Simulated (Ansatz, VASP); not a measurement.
**Two plane-wave programs on Ga3BAs2**

```xyz
6
Lattice="-1.9342 3.6294 3.8627 1.9342 -3.6294 3.8627 1.9342 3.6294 -3.8627" Properties=species:S:1:pos:R:3 pbc="T T T"
Ga    0.0000    3.6294    2.0782
Ga    1.9342    0.0000    1.7845
Ga    0.0000    0.0000    0.0000
B     0.0000    3.6294    0.0000
As    0.0000    1.6247    3.8627
As    1.9342    2.0047    0.0000
```

Alike in both runs: functional PBE; k mesh 12 × 12 × 12; occupations gaussian, width 0.1 eV; no spin polarisation.

Ansatz relaxed the structure, and its values are those at the end. VASP's run is a single point on that final structure, the one shown.

```csv
,VASP,Ansatz
version,VASP 6.6.1,Ansatz 0.2.0
potentials or method,"VASP PAW PBE potentials, release 64 (Ga_d, B, As), cutoff 520 eV","scalar-relativistic, plane waves, PAW"
valence electrons in the cell,52,72
```

|  | VASP | Ansatz | Ansatz less VASP |
| --- | --- | --- | --- |
| gap on the k mesh at the Fermi level (eV) | none | none | - |
| pressure (GPa) | 0.1 | 0.0 | -0.13 |
| rms of the force components (eV/Å) | 0.009 | 0.001 | -0.0078 |

A gap of «none» marks a metal or a gap that the smearing closes. VASP's potentials hold 52 valence electrons a cell and Ansatz's 72, so a difference there can come from the potentials and not from the codes.
